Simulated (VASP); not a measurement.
A run of VASP 6.6.1:

The input INCAR:

```
SYSTEM = Hg
PREC = Accurate
ENCUT = 520
EDIFF = 1E-7
ISMEAR = 0
SIGMA = 0.1
LREAL = .FALSE.
LASPH = .TRUE.
NELM = 100
ALGO = Normal
ISIF = 2
LWAVE = .FALSE.
LCHARG = .FALSE.
GGA = PE
NBANDS = 19
```

File KPOINTS:

```
Automatic mesh
0
G
  6 6 4
  0 0 0
```

File POSCAR:

```
Hg
1.0
    3.4618096384      0.0000000000      0.0000000000
   -1.7309048192      2.9980150899      0.0000000000
    0.0000000000      0.0000000000      5.4875482800
Hg
2
Direct
    0.6666666700      0.3333333300      0.7500000000
    0.3333333300      0.6666666700      0.2500000000
```

Potentials or basis: VASP PAW PBE potentials, release 64 (Hg).

Command:

```console
$ cat potpaw_PBE.64/Hg/POTCAR > POTCAR
$ mpirun -np 1 vasp_std > vasp.out
```

Hardware: 1 thread of Intel(R) Xeon(R) Platinum 8488C (Sapphire Rapids) (shared host).

Problem. How long does it take, and how much memory?

Solution. It took 11 s on 1 thread of Intel(R) Xeon(R) Platinum 8488C (Sapphire Rapids) (shared host), peak memory 0.17 GiB. Counts: scf iterations 11, k points 21.
